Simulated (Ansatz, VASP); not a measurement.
## Two plane-wave programs on C

```xyz
2
Lattice="0.0000 2.1345 3.4031 1.2325 0.0000 3.4031 1.2325 2.1345 0.0000" Properties=species:S:1:pos:R:3 pbc="T T T"
C     1.2325    0.7118    3.4031
C     1.2325    3.5573    3.4031
```

Alike in both runs: functional PBE; dispersion D3(BJ); k mesh 14 × 14 × 14; occupations gaussian, width 0.02 eV; no spin polarisation.

Ansatz relaxed the structure, and its values are those at the end. VASP's run is a single point on that final structure, the one shown.

|  | VASP | Ansatz |
| --- | --- | --- |
| version | VASP 6.6.1 | Ansatz 0.2.0 |
| potentials or method | VASP PAW PBE potentials, release 64 (C), cutoff 520 eV | scalar-relativistic, plane waves, PAW |
| valence electrons in the cell | 8 | 8 |

|  | VASP | Ansatz | Ansatz less VASP |
| --- | --- | --- | --- |
| gap on the k mesh at the Fermi level (eV) | 0.42 | 0.42 | +0.001 |
| least direct gap on the mesh (eV) | 0.51 | 0.51 | +0.001 |
| pressure (GPa) | 0.5 | 0.0 | -0.46 |
